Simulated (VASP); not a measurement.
# C (Fd-3m) in VASP: notebook

The runs below take C through single point, with PBEsol.

All numbers are computed with VASP 6.6.1; they aren't measurements. Logs are shortened: lines on timing, memory, paths and dates and some standing lists are left out, and cuts for length are marked.

## 1. The cell of the first run

The structure is cubic, space group Fd-3m (No. 227). The conventional cell has a = 3.529 Å, b = 3.529 Å, c = 3.529 Å, α = 90.00°, β = 90.00°, γ = 90.00°. C (site symmetry -43m) has 4 C at 1.53 Å within 2.0 Å.

## 2. Single point, PBEsol

INCAR reads:

```
SYSTEM = C
  PREC = Accurate
  ENCUT = 520
  EDIFF = 1E-7
  ISMEAR = 0
  SIGMA = 0.01
  LREAL = .False.
  LASPH = .True.
  NELM = 60
  ALGO = Normal
  ISIF = 2
  LWAVE = .False.
  LCHARG = .False.
  GGA = PS
  NBANDS = 11
```

KPOINTS reads:

```
regular mesh
0
Gamma
  10 10 10
  0 0 0
```

POSCAR reads:

```
C
1.0
    0.0000000000      1.7643044309      1.7643044309
    1.7643044309      0.0000000000      1.7643044309
    1.7643044309      1.7643044309      0.0000000000
C
2
Direct
    0.5000000000      0.5000000000      0.5000000000
    0.7500000000      0.7500000000      0.7500000000
```

Potentials or basis: VASP PAW PBE potentials, release 64 (C).

Command:

```sh
> cat potpaw_PBE.64/C/POTCAR > POTCAR
> mpirun -np 1 vasp_std > vasp.out
```

OUTCAR:

```text
SYSTEM = C
   PREC = Accurate
   ENCUT = 520
   EDIFF = 1E-7
   ISMEAR = 0
   LREAL = .False.
   LASPH = .True.
   NELM = 60
   ISIF = 2
   GGA = PS

 ion  position               nearest neighbor table
   1  0.500  0.500  0.500-   2 1.53   2 1.53   2 1.53   2 1.53
   2  0.750  0.750  0.750-   1 1.53   1 1.53   1 1.53   1 1.53

  LATTYP: Found a face centered cubic cell.
 ALAT       =     3.5286088618

  Lattice vectors:

 A1 = (   0.0000000000,   1.7643044309,   1.7643044309)
 A2 = (   1.7643044309,   0.0000000000,   1.7643044309)
 A3 = (   1.7643044309,   1.7643044309,   0.0000000000)

Analysis of symmetry for initial positions (statically):
=====================================================================
 Subroutine PRICEL returns:
 Original cell was already a primitive cell.

 Routine SETGRP: Setting up the symmetry group for a
 face centered cubic supercell.

 Subroutine GETGRP returns: Found 48 space group operations
 (whereof 24 operations were pure point group operations)
 out of a pool of 48 trial point group operations.

The static configuration has the point symmetry T_d .
 The point group associated with its full space group is O_h .

Analysis of symmetry for dynamics (positions and initial velocities):
=====================================================================
 Subroutine PRICEL returns:
 Original cell was already a primitive cell.

 Routine SETGRP: Setting up the symmetry group for a
 face centered cubic supercell.

 Subroutine GETGRP returns: Found 48 space group operations
 (whereof 24 operations were pure point group operations)
 out of a pool of 48 trial point group operations.

The dynamic configuration has the point symmetry T_d .
 The point group associated with its full space group is O_h .

 Subroutine INISYM returns: Found 48 space group operations
 (whereof 24 operations are pure point group operations),
 and found     1 'primitive' translations

----------------------------------------------------------------------------------------

                                     Primitive cell

  volume of cell :      10.9837

  direct lattice vectors                    reciprocal lattice vectors
[... 85 lines left out ...]
   ENCUT  =  520.0 eV  38.22 Ry    6.18 a.u.   4.64  4.64  4.64*2*pi/ulx,y,z
   NELM   =     60;   NELMIN=  2; NELMDL= -5     # of ELM steps
   EDIFF  = 0.1E-06   stopping-criterion for ELM
   LREAL  =      F    real-space projection
   EDIFFG = 0.1E-05   stopping-criterion for IOM
   NSW    =      0    number of steps for IOM
   IBRION =     -1    ionic relax: 0-MD 1-quasi-New 2-CG
   NFREE  =      0    steps in history (QN), initial steepest desc. (CG)
   ISIF   =      2    stress and relaxation
   ISYM   =      2    0-nonsym 1-usesym 2-fastsym
   POTIM  = 0.5000    time-step for ionic-motion
   TEBEG  =    0.0;   TEEND  =   0.0 temperature during run
   PSTRESS=    0.0 pullay stress
   NELECT =       8.0000    total number of electrons
   NUPDOWN=      -1.0000    fix difference up-down
   EMIN   =  10.00;   EMAX   =-10.00  energy-range for DOS
   EFERMI =   0.00;   METHOD = LEGACY
   ISMEAR =     0;   SIGMA  =   0.01  broadening in eV -4-tet -1-fermi 0-gaus
   EFERMI_NEDOS =   21; number of points for ismear=-14 and -15
   IALGO  =     38    algorithm
   IMIX   =      4    mixing-type and parameters
     AMIX     =   0.40;   BMIX     =  1.00
     AMIX_MAG =   1.60;   BMIX_MAG =  1.00
  volume/ion in A,a.u.               =       5.49        37.06
  Fermi-wavevector in a.u.,A,eV,Ry     =   1.472950  2.783472 29.518946  2.169581
  Thomas-Fermi vector in A             =   2.587902
   LORBIT       =      0    0 simple, 1 ext, 2 COOP (PROOUT), +10 PAW based schemes
   GGA     = PS    functional components
   LHFCALC =     F    Hartree Fock is set to
   AEXX    =    0.0000 exact exchange contribution
   IVDW    =     0    specifies the selected vdW correction
   LEPSILON=     F    determine dielectric tensor
   LRPA    =     F    only Hartree local field effects (RPA)
 non-spin polarized calculation
 Gauss-broadening in eV      SIGMA  =   0.01
  energy-cutoff  :      520.00
  volume of cell :       10.98
 maximum number of plane-waves:       307
   NGX =  9   NGY =  9   NGZ =  9

 number of electron       7.9999999 magnetization

 Free energy of the ion-electron system (eV)
  ---------------------------------------------------
  ext. energy  EPLUGINS =         0.00000000
  ---------------------------------------------------
  free energy    TOTEN  =       -19.24033301 eV

  energy without entropy =      -19.24033301  energy(sigma->0) =      -19.24033301

 E-fermi :  10.2601     XC(G=0): -13.5926

 val. band max:       10.1813637488   @ k =   0.0000   0.0000   0.0000
 cond. band min:      14.2871017468   @ k =   0.4000   0.4000   0.0000
 fundamental gap:      4.1057379980
 Fermi energy:        10.2600649915

 k-point     1 :       0.0000    0.0000    0.0000
  band No.  band energies     occupation
      1     -11.7790      2.00000
      2      10.1814      2.00000
      3      10.1814      2.00000
      4      10.1814      2.00000
      5      15.8093      0.00000
      6      15.8093      0.00000
      7      15.8093      0.00000
      8      24.2922      0.00000
      9      29.5599      0.00000
     10      37.0094      0.00000
     11      37.0094      0.00000
[... 309 lines left out ...]
 k-point    24 :       0.4000    0.3000    0.0000
  band No.  band energies     occupation
      1      -7.0670      2.00000
      2       2.0124      2.00000
      3       3.9703      2.00000
      4       4.6181      2.00000
      5      14.9423      0.00000
      6      18.1485      0.00000
      7      24.6082      0.00000
      8      24.7009      0.00000
      9      32.4692      0.00000
     10      33.3699      0.00000
     11      41.3069      0.00000

 [... further k-points ...]
[... 5 lines left out ...]
  --------------------------------------------------------------------------------------
  -------------------------------------------------------------------------------------
  Total        0.7678118      0.7678118      0.7678118      0.0000000      0.0000000      0.0000000
  in kB      111.9991664    111.9991664    111.9991664      0.0000000      0.0000000      0.0000000
  external PRESSURE =     111.9991664 kB  Pullay stress =       0.0000000 kB

 VOLUME and BASIS-vectors are now :
 -----------------------------------------------------------------------------
  energy-cutoff  :      520.00
  volume of cell :       10.98
      direct lattice vectors                 reciprocal lattice vectors
     0.000000000  1.764304431  1.764304431    -0.283397803  0.283397803  0.283397803
     1.764304431  0.000000000  1.764304431     0.283397803 -0.283397803  0.283397803
     1.764304431  1.764304431  0.000000000     0.283397803  0.283397803 -0.283397803

 POSITION                                       TOTAL-FORCE (eV/Angst)
 -----------------------------------------------------------------------------------
      1.76430      1.76430      1.76430        -0.000000     -0.000000     -0.000000
      2.64646      2.64646      2.64646         0.000000      0.000000      0.000000
 -----------------------------------------------------------------------------------
    total drift:                                0.000000     -0.000000      0.000000

  FREE ENERGIE OF THE ION-ELECTRON SYSTEM (eV)
  ---------------------------------------------------
  free  energy   TOTEN  =       -19.2403330109 eV

  energy  without entropy=      -19.2403330109  energy(sigma->0) =      -19.24033301
```

Wall time 3.8 s (1 thread of Intel Xeon Platinum 8375C at 2.90GHz (Ice Lake), shared host); peak memory 0.11 GiB.

Results:

```yaml
Free_energy: -19.2403 eV
Pressure: 11.2 GPa
Band_gap_on_the_k_mesh: 4.11 eV, indirect (least direct gap 5.63 eV)
```

Levels at points of the mesh, in eV from the valence-band top:
```csv
k point,band 1,band 2,band 3,band 4,band 5,band 6,band 7,band 8
"(0.00, 0.00, 0.00)",-21.96,0.00,0.00,0.00,5.63,5.63,5.63,14.11
"(0.50, 0.00, 0.00)",-15.94,-13.83,-2.90,-2.90,8.52,8.52,9.28,15.78
"(0.50, 0.50, 0.00)",-13.01,-13.01,-6.54,-6.54,4.67,4.67,17.28,17.28
```

Caveat: the PAW data sets were made with another functional, which shifts forces and pressure a little. A k mesh can miss the band edges.

## 3. Single point, PBEsol

This run uses another cell than the first one, of 5.44 Å³/atom, 0.990 times its volume.

INCAR reads:

```
ALGO = Normal ; EDIFF = 1E-6
ENCUT = 520 ; GGA = PS
ISIF = 2 ; ISMEAR = 0
LASPH = T ; LCHARG = F
LREAL = F ; LWAVE = F
NBANDS = 11 ; NELM = 80
PREC = Accurate ; SIGMA = 0.01
```

KPOINTS reads:

```
k-points
0
Gamma
  10 10 10
```

POSCAR reads:

```
C
1.0
    0.0000000000      1.7583661101      1.7583661101
    1.7583661101      0.0000000000      1.7583661101
    1.7583661101      1.7583661101      0.0000000000
C
2
Direct
    0.5000000000      0.5000000000      0.5000000000
    0.7500000000      0.7500000000      0.7500000000
```

Potentials or basis: VASP PAW PBE potentials, release 64 (C).

Command:

```sh
> cat potpaw_PBE.64/C/POTCAR > POTCAR
> mpirun -np 1 vasp_std > vasp.out
```

OUTCAR:

```text
EDIFF = 1E-6
   ENCUT = 520
   GGA = PS
   ISIF = 2
   ISMEAR = 0
   LASPH = T
   LREAL = F
   NELM = 80
   PREC = Accurate

 ion  position               nearest neighbor table
   1  0.500  0.500  0.500-   2 1.52   2 1.52   2 1.52   2 1.52
   2  0.750  0.750  0.750-   1 1.52   1 1.52   1 1.52   1 1.52

  LATTYP: Found a face centered cubic cell.
 ALAT       =     3.5167322202

  Lattice vectors:

 A1 = (   0.0000000000,   1.7583661101,   1.7583661101)
 A2 = (   1.7583661101,   0.0000000000,   1.7583661101)
 A3 = (   1.7583661101,   1.7583661101,   0.0000000000)

Analysis of symmetry for initial positions (statically):
=====================================================================
 Subroutine PRICEL returns:
 Original cell was already a primitive cell.

 Routine SETGRP: Setting up the symmetry group for a
 face centered cubic supercell.

 Subroutine GETGRP returns: Found 48 space group operations
 (whereof 24 operations were pure point group operations)
 out of a pool of 48 trial point group operations.

The static configuration has the point symmetry T_d .
 The point group associated with its full space group is O_h .
[... 165 lines left out ...]
 cond. band min:      14.4596532839   @ k =   0.4000   0.4000   0.0000
 fundamental gap:      4.1279002523
 Fermi energy:        10.4016300296

 k-point     1 :       0.0000    0.0000    0.0000
  band No.  band energies     occupation
      1     -11.7679      2.00000
      2      10.3318      2.00000
      3      10.3318      2.00000
      4      10.3318      2.00000
      5      15.9882      0.00000
      6      15.9882      0.00000
      7      15.9882      0.00000
      8      24.6788      0.00000
      9      29.8453      0.00000
     10      37.2744      0.00000
     11      37.2744      0.00000
[... 309 lines left out ...]
 k-point    24 :       0.4000    0.3000    0.0000
  band No.  band energies     occupation
      1      -7.0226      2.00000
      2       2.1235      2.00000
      3       4.0625      2.00000
      4       4.7139      2.00000
      5      15.1203      0.00000
      6      18.3354      0.00000
      7      24.8781      0.00000
      8      24.9811      0.00000
      9      32.8266      0.00000
     10      33.6860      0.00000
     11      41.6183      0.00000

 [... further k-points ...]
[... 5 lines left out ...]
  --------------------------------------------------------------------------------------
  -------------------------------------------------------------------------------------
  Total        1.1032827      1.1032827      1.1032827      0.0000000      0.0000000      0.0000000
  in kB      162.5696559    162.5696559    162.5696559      0.0000000      0.0000000      0.0000000
  external PRESSURE =     162.5696559 kB  Pullay stress =       0.0000000 kB

 VOLUME and BASIS-vectors are now :
 -----------------------------------------------------------------------------
  energy-cutoff  :      520.00
  volume of cell :       10.87
      direct lattice vectors                 reciprocal lattice vectors
     0.000000000  1.758366110  1.758366110    -0.284354889  0.284354889  0.284354889
     1.758366110  0.000000000  1.758366110     0.284354889 -0.284354889  0.284354889
     1.758366110  1.758366110  0.000000000     0.284354889  0.284354889 -0.284354889

 POSITION                                       TOTAL-FORCE (eV/Angst)
 -----------------------------------------------------------------------------------
      1.75837      1.75837      1.75837        -0.000000     -0.000000     -0.000000
      2.63755      2.63755      2.63755         0.000000      0.000000      0.000000
 -----------------------------------------------------------------------------------
    total drift:                                0.000000     -0.000000      0.000000

  FREE ENERGIE OF THE ION-ELECTRON SYSTEM (eV)
  ---------------------------------------------------
  free  energy   TOTEN  =       -19.2307207297 eV

  energy  without entropy=      -19.2307207297  energy(sigma->0) =      -19.23072073
```

OSZICAR:

```text
N       E                     dE             d eps       ncg     rms          rms(c)
DAV:   1     0.650111319157E+00    0.65011E+00   -0.48508E+03  1082   0.708E+02
DAV:   2    -0.196137548577E+02   -0.20264E+02   -0.19786E+02  1281   0.133E+02
DAV:   3    -0.199798221407E+02   -0.36607E+00   -0.36544E+00  1220   0.136E+01
DAV:   4    -0.199803360104E+02   -0.51387E-03   -0.51386E-03  1103   0.650E-01
DAV:   5    -0.199803365660E+02   -0.55557E-06   -0.55555E-06  1180   0.196E-02    0.591E+00
DAV:   6    -0.194232809920E+02    0.55706E+00   -0.28793E-01  1061   0.375E+00    0.349E+00
DAV:   7    -0.192300679251E+02    0.19321E+00   -0.34269E-01  1118   0.412E+00    0.755E-01
DAV:   8    -0.192306958023E+02   -0.62788E-03   -0.80238E-03  1103   0.713E-01    0.298E-02
DAV:   9    -0.192307127541E+02   -0.16952E-04   -0.13945E-05  1260   0.340E-02    0.221E-02
DAV:  10    -0.192307208686E+02   -0.81144E-05   -0.32551E-06  1127   0.160E-02    0.445E-03
DAV:  11    -0.192307207297E+02    0.13889E-06   -0.86790E-08   634   0.260E-03
   1 F= -.19230721E+02 E0= -.19230721E+02  d E =-.105306E-25
```

stdout:

```text
POSCAR found type information on POSCAR C
 POSCAR found :  1 types and       2 ions
 scaLAPACK will be used
 -----------------------------------------------------------------------------
|                                                                             |
|                                                                             |
|     You enforced a specific xc type in the INCAR file but a different       |
|     I HOPE YOU KNOW WHAT YOU ARE DOING!                                     |
|                                                                             |
 -----------------------------------------------------------------------------

 LDA part: xc-table for (Slater+PW92), standard interpolation
 POSCAR, INCAR and KPOINTS ok, starting setup
 FFT: planning ... GRIDC
 FFT: planning ... GRID_SOFT
 FFT: planning ... GRID
 WAVECAR not read
 entering main loop
```

Run time: 3.1 s. Hardware: 1 thread of Intel Xeon Platinum 8375C at 2.90GHz (Ice Lake), shared host; peak memory 0.11 GiB.

Results:

* Free energy: -19.2307 eV
* Pressure: 16.3 GPa
* Band gap on the k mesh: 4.13 eV, indirect (least direct gap 5.66 eV)

Caveat: the PAW data sets were made with another functional, which shifts forces and pressure a little.
